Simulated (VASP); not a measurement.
# BeTe (F-43m) in VASP: further runs

Aim: see how the results for BeTe move with the level of theory and the settings. Levels: r2SCAN, PBE. Tasks: single point.

Program: VASP 6.6.1. These are calculated values, not measurements. Logs are shortened: lines on timing, memory, paths and dates and some standing lists are left out, and cuts for length are marked.

### Step 1. The cell of the first run

The structure is cubic, space group F-43m (No. 216). The conventional cell has a = 5.542 Å, b = 5.542 Å, c = 5.542 Å, α = 90.00°, β = 90.00°, γ = 90.00°. Within 3.2 Å of Be (site symmetry -43m) lie 4 Te at 2.40 Å. Within 3.2 Å of Te (site symmetry -43m) lie 4 Be at 2.40 Å.

### Step 2. Single point, r2SCAN (volume changed by -6%)

File POSCAR:

```
BeTe
1.0
    0.0000000000      2.7708796795      2.7708796795
    2.7708796795      0.0000000000      2.7708796795
    2.7708796795      2.7708796795      0.0000000000
Be Te
1 1
Direct
    0.0000000000      0.0000000000      0.0000000000
    0.2500000000      0.2500000000      0.2500000000
```

File INCAR.step1:

```
  ALGO = Normal
  EDIFF = 1E-4
  ENCUT = 520
  GGA = PE
  ISMEAR = 0
  LASPH = T
  LCHARG = F
  LREAL = F
  LWAVE = T
  NBANDS = 11
  NELM = 80
  PREC = Accurate
  SIGMA = 0.01
```

File INCAR.step2:

```
  ALGO = Normal
  EDIFF = 1E-7
  ENCUT = 520
  ISIF = 2
  ISMEAR = 0
  ISTART = 1
  LASPH = T
  LCHARG = F
  LMIXTAU = T
  LREAL = F
  LWAVE = F
  METAGGA = R2SCAN
  NBANDS = 11
  NELM = 80
  PREC = Accurate
  SIGMA = 0.01
```

File KPOINTS:

```
k-points
0
Gamma
  6 6 6
```

Potentials or basis: VASP PAW PBE potentials, release 64 (Be, Te).

The run is started by

```console
cat potpaw_PBE.64/Be/POTCAR potpaw_PBE.64/Te/POTCAR > POTCAR
cp INCAR.step1 INCAR
mpirun -np 1 vasp_std > vasp.out
cp INCAR.step2 INCAR
mpirun -np 1 vasp_std > vasp.out
```

OUTCAR:

```text
EDIFF = 1E-7
   ENCUT = 520
   ISIF = 2
   ISMEAR = 0
   ISTART = 1
   LASPH = T
   LREAL = F
   METAGGA = R2SCAN
   NELM = 80
   PREC = Accurate

 ion  position               nearest neighbor table
   1  0.000  0.000  0.000-   2 2.40   2 2.40   2 2.40   2 2.40
   2  0.250  0.250  0.250-   1 2.40   1 2.40   1 2.40   1 2.40

  LATTYP: Found a face centered cubic cell.
 ALAT       =     5.5417593590

  Lattice vectors:

 A1 = (   0.0000000000,   2.7708796795,   2.7708796795)
 A2 = (   2.7708796795,   0.0000000000,   2.7708796795)
 A3 = (   2.7708796795,   2.7708796795,   0.0000000000)

Analysis of symmetry for initial positions (statically):
=====================================================================
 Subroutine PRICEL returns:
 Original cell was already a primitive cell.

 Routine SETGRP: Setting up the symmetry group for a
 face centered cubic supercell.

 Subroutine GETGRP returns: Found 24 space group operations
 (whereof 24 operations were pure point group operations)
 out of a pool of 48 trial point group operations.

The static configuration has the point symmetry T_d .

Analysis of symmetry for dynamics (positions and initial velocities):
=====================================================================
 Subroutine PRICEL returns:
 Original cell was already a primitive cell.

 Routine SETGRP: Setting up the symmetry group for a
 face centered cubic supercell.

 Subroutine GETGRP returns: Found 24 space group operations
 (whereof 24 operations were pure point group operations)
 out of a pool of 48 trial point group operations.

The dynamic configuration has the point symmetry T_d .

 Subroutine INISYM returns: Found 24 space group operations
 (whereof 24 operations are pure point group operations),
 and found     1 'primitive' translations

----------------------------------------------------------------------------------------

                                     Primitive cell

  volume of cell :      42.5484

  direct lattice vectors                    reciprocal lattice vectors
     0.000000000  2.770879680  2.770879680    -0.180448110  0.180448110  0.180448110
     2.770879680  0.000000000  2.770879680     0.180448110 -0.180448110  0.180448110
     2.770879680  2.770879680  0.000000000     0.180448110  0.180448110 -0.180448110

  length of vectors
     3.918615622  3.918615622  3.918615622     0.312545294  0.312545294  0.312545294

  position of ions in fractional coordinates (direct lattice)
     0.000000000  0.000000000  0.000000000
     0.250000000  0.250000000  0.250000000

  ion indices of the primitive-cell ions
   primitive index   ion index
                 1           1
                 2           2

----------------------------------------------------------------------------------------

 KPOINTS: k-points

Automatic generation of k-mesh.
 Grid dimensions read from file:
 generate k-points for:    6    6    6

 Generating k-lattice:

  Cartesian coordinates                     Fractional coordinates (reciprocal lattice)
    -0.030074685  0.030074685  0.030074685     0.166666667  0.000000000  0.000000000
     0.030074685 -0.030074685  0.030074685     0.000000000  0.166666667  0.000000000
     0.030074685  0.030074685 -0.030074685     0.000000000  0.000000000  0.166666667

  Length of vectors
     0.052090882  0.052090882  0.052090882

  Shift w.r.t. Gamma in fractional coordinates (k-lattice)
     0.000000000  0.000000000  0.000000000

 Subroutine IBZKPT returns following result:
 ===========================================

 Found     16 irreducible k-points:

 Following reciprocal coordinates:
            Coordinates               Weight
  0.000000  0.000000  0.000000      1.000000
  0.166667  0.000000  0.000000      8.000000
  0.333333  0.000000  0.000000      8.000000
  0.500000  0.000000  0.000000      4.000000
  0.166667  0.166667  0.000000      6.000000
  0.333333  0.166667  0.000000     24.000000
[... 8 lines left out ...]
 -0.333333  0.333333  0.166667     24.000000
 -0.333333  0.500000  0.166667     12.000000
   k-points           NKPTS =     16   k-points in BZ     NKDIM =     16   number of bands    NBANDS=     11
   number of dos      NEDOS =    301   number of ions     NIONS =      2
   total plane-waves  NPLWV =  27000
   dimension x,y,z NGX =    30 NGY =   30 NGZ =   30
   dimension x,y,z NGXF=    60 NGYF=   60 NGZF=   60
   ions per type =               1   1
   NGX,Y,Z   is equivalent  to a cutoff of  12.73, 12.73, 12.73 a.u.
   NGXF,Y,Z  is equivalent  to a cutoff of  25.45, 25.45, 25.45 a.u.
 SYSTEM =  unknown system
   PREC   = accura    normal or accurate (medium, high low for compatibility)
   ISTART =      1    job   : 0-new  1-cont  2-samecut
   ICHARG =      0    charge: 1-file 2-atom 10-const
   ISPIN  =      1    spin polarized calculation?
   LNONCOLLINEAR =      F non collinear calculations
   LSORBIT =      F    spin-orbit coupling
   LASPH  =      T    aspherical Exc in radial PAW
   ENCUT  =  520.0 eV  38.22 Ry    6.18 a.u.   7.29  7.29  7.29*2*pi/ulx,y,z
   NELM   =     80;   NELMIN=  2; NELMDL=  0     # of ELM steps
   EDIFF  = 0.1E-06   stopping-criterion for ELM
   LREAL  =      F    real-space projection
   EDIFFG = 0.1E-05   stopping-criterion for IOM
   NSW    =      0    number of steps for IOM
   IBRION =     -1    ionic relax: 0-MD 1-quasi-New 2-CG
   NFREE  =      0    steps in history (QN), initial steepest desc. (CG)
   ISIF   =      2    stress and relaxation
   ISYM   =      2    0-nonsym 1-usesym 2-fastsym
   POTIM  = 0.5000    time-step for ionic-motion
   TEBEG  =    0.0;   TEEND  =   0.0 temperature during run
   PSTRESS=    0.0 pullay stress
   NELECT =       8.0000    total number of electrons
   NUPDOWN=      -1.0000    fix difference up-down
   EMIN   =  10.00;   EMAX   =-10.00  energy-range for DOS
   EFERMI =   0.00;   METHOD = LEGACY
   ISMEAR =     0;   SIGMA  =   0.01  broadening in eV -4-tet -1-fermi 0-gaus
   EFERMI_NEDOS =   21; number of points for ismear=-14 and -15
   IALGO  =     38    algorithm
   IMIX   =      4    mixing-type and parameters
     AMIX     =   0.40;   BMIX     =  1.00
     AMIX_MAG =   1.60;   BMIX_MAG =  1.00
  volume/ion in A,a.u.               =      21.27       143.57
  Fermi-wavevector in a.u.,A,eV,Ry     =   0.937873  1.772322 11.967752  0.879605
  Thomas-Fermi vector in A             =   2.065027
   LORBIT       =      0    0 simple, 1 ext, 2 COOP (PROOUT), +10 PAW based schemes
   METAGGA = R2SCAN    functional components
   LHFCALC =     F    Hartree Fock is set to
   AEXX    =    0.0000 exact exchange contribution
   IVDW    =     0    specifies the selected vdW correction
   LEPSILON=     F    determine dielectric tensor
   LRPA    =     F    only Hartree local field effects (RPA)
 non-spin polarized calculation
 Gauss-broadening in eV      SIGMA  =   0.01
  energy-cutoff  :      520.00
  volume of cell :       42.55
 maximum number of plane-waves:      1167
 NGX is ok and might be reduce to    30
   NGX = 15   NGY = 15   NGZ = 15

 number of electron       8.0000000 magnetization

 Free energy of the ion-electron system (eV)
  ---------------------------------------------------
  ext. energy  EPLUGINS =         0.00000000
  ---------------------------------------------------
  free energy    TOTEN  =       -30.64214308 eV

  energy without entropy =      -30.64214308  energy(sigma->0) =      -30.64214308

 E-fermi :   5.6269     XC(G=0):  -9.6823

 val. band max:        5.5053555496   @ k =   0.0000   0.0000   0.0000
 cond. band min:       7.7135971998   @ k =   0.5000   0.5000   0.0000
 fundamental gap:      2.2082416502
 Fermi energy:         5.6268819418

 k-point     1 :       0.0000    0.0000    0.0000
  band No.  band energies     occupation
      1      -7.6313      2.00000
      2       5.5054      2.00000
      3       5.5054      2.00000
      4       5.5054      2.00000
      5       9.4642      0.00000
      6       9.4642      0.00000
      7       9.4642      0.00000
      8      10.4044      0.00000
      9      14.6303      0.00000
     10      16.3434      0.00000
     11      16.3434      0.00000

 k-point     2 :       0.1667    0.0000    0.0000
  band No.  band energies     occupation
      1      -7.3357      2.00000
      2       3.3697      2.00000
      3       5.0823      2.00000
      4       5.0823      2.00000
      5       9.5470      0.00000
      6      10.0677      0.00000
      7      10.0677      0.00000
      8      12.2479      0.00000
      9      15.1478      0.00000
     10      15.1478      0.00000
     11      15.2909      0.00000

 k-point     3 :       0.3333    0.0000    0.0000
  band No.  band energies     occupation
      1      -6.5841      2.00000
      2       0.6421      2.00000
      3       4.4802      2.00000
      4       4.4802      2.00000
      5       9.2969      0.00000
      6      10.5401      0.00000
      7      10.5401      0.00000
      8      14.0483      0.00000
      9      15.7817      0.00000
     10      15.7817      0.00000
     11      15.8808      0.00000

 k-point     4 :       0.5000    0.0000    0.0000
  band No.  band energies     occupation
      1      -6.0576      2.00000
      2      -0.5934      2.00000
      3       4.2439      2.00000
      4       4.2439      2.00000
      5       9.1926      0.00000
      6      10.4835      0.00000
      7      10.4835      0.00000
      8      13.9631      0.00000
      9      17.5286      0.00000
     10      17.9808      0.00000
     11      17.9808      0.00000

 k-point     5 :       0.1667    0.1667    0.0000
  band No.  band energies     occupation
      1      -7.2361      2.00000
      2       3.7522      2.00000
      3       4.3738      2.00000
      4       4.3738      2.00000
      5       8.8435      0.00000
      6      11.1899      0.00000
      7      11.1899      0.00000
      8      11.3438      0.00000
      9      14.1319      0.00000
     10      16.0253      0.00000
     11      16.8127      0.00000
[... 99 lines left out ...]
 k-point    13 :       0.5000    0.5000    0.0000
  band No.  band energies     occupation
      1      -5.4688      2.00000
      2      -0.1198      2.00000
      3       2.5619      2.00000
      4       2.5619      2.00000
      5       7.7136      0.00000
      6       8.4179      0.00000
      7      16.3921      0.00000
      8      16.3921      0.00000
      9      18.3407      0.00000
     10      19.9538      0.00000
     11      20.0494      0.00000

 k-point    14 :       0.5000    0.3333    0.1667
  band No.  band energies     occupation
      1      -6.0067      2.00000
      2       0.7225      2.00000
      3       2.1255      2.00000
      4       3.3016      2.00000
      5       9.8780      0.00000
      6      10.8842      0.00000
      7      11.3917      0.00000
      8      14.0725      0.00000
      9      16.4821      0.00000
     10      16.9156      0.00000
     11      19.4851      0.00000

 k-point    15 :      -0.3333    0.3333    0.1667
  band No.  band energies     occupation
      1      -5.6089      2.00000
      2       0.1785      2.00000
      3       1.6615      2.00000
      4       2.8301      2.00000
      5      10.3881      0.00000
      6      10.7651      0.00000
      7      13.1632      0.00000
      8      13.4642      0.00000
      9      14.9722      0.00000
     10      18.4354      0.00000
     11      19.3745      0.00000

 k-point    16 :      -0.3333    0.5000    0.1667
  band No.  band energies     occupation
      1      -5.4372      2.00000
      2       0.2515      2.00000
      3       1.7497      2.00000
      4       2.0835      2.00000
      5       9.6102      0.00000
      6      10.1699      0.00000
      7      13.6751      0.00000
      8      13.9056      0.00000
      9      17.4800      0.00000
     10      18.6030      0.00000
     11      19.4241      0.00000

------------------------ aborting loop because EDIFF is reached ----------------------------------------

  FORCE on cell =-STRESS in cart. coord.  units (eV):
  Direction    XX          YY          ZZ          XY          YZ          ZX
  --------------------------------------------------------------------------------------
  -------------------------------------------------------------------------------------
  Total        1.1754832      1.1754832      1.1754832     -0.0000000     -0.0000000      0.0000000
  in kB       44.2633230     44.2633230     44.2633230     -0.0000000     -0.0000000      0.0000000
  external PRESSURE =      44.2633230 kB  Pullay stress =       0.0000000 kB

 VOLUME and BASIS-vectors are now :
 -----------------------------------------------------------------------------
  energy-cutoff  :      520.00
  volume of cell :       42.55
      direct lattice vectors                 reciprocal lattice vectors
     0.000000000  2.770879680  2.770879680    -0.180448110  0.180448110  0.180448110
     2.770879680  0.000000000  2.770879680     0.180448110 -0.180448110  0.180448110
     2.770879680  2.770879680  0.000000000     0.180448110  0.180448110 -0.180448110

 POSITION                                       TOTAL-FORCE (eV/Angst)
 -----------------------------------------------------------------------------------
      0.00000      0.00000      0.00000         0.000000      0.000000     -0.000000
      1.38544      1.38544      1.38544         0.000000     -0.000000      0.000000
 -----------------------------------------------------------------------------------
    total drift:                                0.000000      0.000000      0.000000

  FREE ENERGIE OF THE ION-ELECTRON SYSTEM (eV)
  ---------------------------------------------------
  free  energy   TOTEN  =       -30.6421430833 eV

  energy  without entropy=      -30.6421430833  energy(sigma->0) =      -30.64214308
```

It took 51 s on 1 thread of AMD EPYC 7R43 (Zen 3), shared host; peak memory 0.14 GiB.

Results:

- Free energy: -30.6421 eV
- Pressure: 4.4 GPa
- Band gap on the k mesh: 2.21 eV, indirect (least direct gap 3.96 eV)

Levels at points of the mesh, in eV from the valence-band top:
| k point | band 1 | band 2 | band 3 | band 4 | band 5 | band 6 | band 7 | band 8 | band 9 |
| --- | --- | --- | --- | --- | --- | --- | --- | --- | --- |
| (0.00, 0.00, 0.00) | -13.14 | 0.00 | 0.00 | 0.00 | 3.96 | 3.96 | 3.96 | 4.90 | 9.12 |
| (0.50, 0.00, 0.00) | -11.56 | -6.10 | -1.26 | -1.26 | 3.69 | 4.98 | 4.98 | 8.46 | 12.02 |
| (0.50, 0.50, 0.00) | -10.97 | -5.63 | -2.94 | -2.94 | 2.21 | 2.91 | 10.89 | 10.89 | 12.84 |

Caveat: the cell differs from its parent crystal (volume changed by -6%); the PAW data sets were made with another functional, which shifts forces and pressure a little; spin-orbit coupling is left out, which moves the levels of the heavy elements. A k mesh can miss the band edges.

### Step 3. Single point, r2SCAN (volume changed by -3%)

File POSCAR:

```
BeTe
1.0
    0.0000000000      2.8000489776      2.8000489776
    2.8000489776      0.0000000000      2.8000489776
    2.8000489776      2.8000489776      0.0000000000
Be Te
1 1
Direct
    0.0000000000      0.0000000000      0.0000000000
    0.2500000000      0.2500000000      0.2500000000
```

File INCAR.step1:

```
SYSTEM = BeTe
PREC = Accurate
ENCUT = 520
ISMEAR = 0
SIGMA = 0.01
LREAL = .FALSE.
LASPH = .TRUE.
NELM = 80
NBANDS = 11
GGA = PE
ALGO = Normal
EDIFF = 1E-4
LWAVE = .TRUE.
LCHARG = .FALSE.
```

File INCAR.step2:

```
SYSTEM = BeTe
PREC = Accurate
ENCUT = 520
EDIFF = 1E-6
ISMEAR = 0
SIGMA = 0.01
LREAL = .FALSE.
LASPH = .TRUE.
NELM = 80
ALGO = Normal
ISIF = 2
LWAVE = .FALSE.
LCHARG = .TRUE.
METAGGA = R2SCAN
LMIXTAU = .TRUE.
LELF = .TRUE.
LVHAR = .TRUE.
NBANDS = 11
ISTART = 1
```

File KPOINTS:

```
regular mesh
0
G
  6 6 6
  0 0 0
```

Potentials or basis: VASP PAW PBE potentials, release 64 (Be, Te).

The run is started by

```console
cat potpaw_PBE.64/Be/POTCAR potpaw_PBE.64/Te/POTCAR > POTCAR
cp INCAR.step1 INCAR
mpirun -np 1 vasp_std > vasp.out
cp INCAR.step2 INCAR
mpirun -np 1 vasp_std > vasp.out
```

Wall time 47 s (1 thread of AMD EPYC 7R43 (Zen 3), shared host); peak memory 0.13 GiB.

Results (log left out):

```yaml
Free_energy: -30.6699 eV
Pressure: 2.2 GPa
Band_gap_on_the_k_mesh: 2.29 eV, indirect (least direct gap 4.00 eV)
```

Levels at points of the mesh, in eV from the valence-band top:
```
           k point  band 2  band 3  band 4  band 5  band 6  band 7
(0.00, 0.00, 0.00)    0.00    0.00    0.00    4.00    4.00    4.00
(0.50, 0.00, 0.00)   -5.88   -1.20   -1.20    3.60    5.00    5.00
(0.50, 0.50, 0.00)   -5.44   -2.81   -2.81    2.29    2.96   10.68
```

Caveat: the cell differs from its parent crystal (volume changed by -3%); the PAW data sets were made with another functional, which shifts forces and pressure a little; spin-orbit coupling is left out, which moves the levels of the heavy elements.

### Step 4. Single point, PBE

This run uses another cell than the first one, of 22.63 Å³/atom, 1.064 times its volume.

File INCAR:

```
SYSTEM = BeTe
PREC = Accurate
ENCUT = 520
EDIFF = 1E-6
ISMEAR = 0
SIGMA = 0.01
LREAL = .False.
LASPH = .True.
NELM = 80
ALGO = Normal
ISIF = 2
LWAVE = .False.
LCHARG = .False.
GGA = PE
NBANDS = 11
```

File KPOINTS:

```
regular mesh
0
Gamma
  8 8 8
  0 0 0
```

File POSCAR:

```
BeTe
1.0
    0.0000000000      2.8286228795      2.8286228795
    2.8286228795      0.0000000000      2.8286228795
    2.8286228795      2.8286228795      0.0000000000
Be Te
1 1
Direct
    0.0000000000      0.0000000000      0.0000000000
    0.2500000000      0.2500000000      0.2500000000
```

The run is started by

```console
cat potpaw_PBE.64/Be/POTCAR potpaw_PBE.64/Te/POTCAR > POTCAR
mpirun -np 1 vasp_std > vasp.out
```

It took 23 s on 1 thread of AMD EPYC 7R43 (Zen 3), shared host; peak memory 0.13 GiB.

Results (log left out):

```
Free energy            : -7.6242 eV
Pressure               : 0.3 GPa
Band gap on the k mesh : 2.01 eV, indirect (least direct gap 3.62 eV)
```

Levels at points of the mesh, in eV from the valence-band top:
```
           k point  band 2  band 3  band 4  band 5  band 6  band 7
(0.00, 0.00, 0.00)    0.00    0.00    0.00    3.62    3.62    3.62
(0.50, 0.00, 0.00)   -5.46   -1.11   -1.11    3.04    4.60    4.60
(0.50, 0.50, 0.00)   -5.04   -2.59   -2.59    2.01    2.68    9.62
```

Caveat: spin-orbit coupling is left out, which moves the levels of the heavy elements. A k mesh can miss the band edges.

### Step 5. Single point, r2SCAN

This run uses another cell than the first one, of 22.63 Å³/atom, 1.064 times its volume.

POSCAR is that of step 4.

File INCAR.step1:

```
  PREC = Accurate
  ENCUT = 520
  ISMEAR = 0
  SIGMA = 0.01
  LREAL = False
  LASPH = True
  NELM = 80
  NBANDS = 11
  GGA = PE
  ALGO = Normal
  EDIFF = 1E-4
  LWAVE = True
  LCHARG = False
```

File INCAR.step2:

```
  PREC = Accurate
  ENCUT = 520
  EDIFF = 1E-6
  ISMEAR = 0
  SIGMA = 0.01
  LREAL = False
  LASPH = True
  NELM = 80
  ALGO = Normal
  ISIF = 2
  LWAVE = False
  LCHARG = False
  METAGGA = R2SCAN
  LMIXTAU = True
  NBANDS = 11
  ISTART = 1
```

File KPOINTS:

```
regular mesh
0
Gamma
  6 6 6
```

The run is started by

```console
cat potpaw_PBE.64/Be/POTCAR potpaw_PBE.64/Te/POTCAR > POTCAR
cp INCAR.step1 INCAR
mpirun -np 1 vasp_std > vasp.out
cp INCAR.step2 INCAR
mpirun -np 1 vasp_std > vasp.out
```

Wall time 40 s (1 thread of AMD EPYC 7R43 (Zen 3), shared host); peak memory 0.14 GiB.

It converged, with:

- Free energy: -30.6799 eV
- Pressure: 0.2 GPa
- Band gap on the k mesh: 2.37 eV, indirect (least direct gap 4.03 eV)

Levels at points of the mesh, in eV from the valence-band top:
| k point | band 1 | band 2 | band 3 | band 4 | band 5 | band 6 | band 7 | band 8 | band 9 |
| --- | --- | --- | --- | --- | --- | --- | --- | --- | --- |
| (0.00, 0.00, 0.00) | -12.69 | 0.00 | 0.00 | 0.00 | 4.03 | 4.03 | 4.03 | 4.41 | 9.01 |
| (0.50, 0.00, 0.00) | -11.29 | -5.68 | -1.15 | -1.15 | 3.52 | 5.02 | 5.02 | 8.47 | 11.71 |
| (0.50, 0.50, 0.00) | -10.77 | -5.27 | -2.69 | -2.69 | 2.37 | 3.01 | 10.48 | 10.48 | 12.44 |

Caveat: the PAW data sets were made with another functional, which shifts forces and pressure a little; spin-orbit coupling is left out, which moves the levels of the heavy elements. r2SCAN opens gaps a little over a GGA but as a rule still falls short of measured ones.

(Continued in part 2 of 2.)
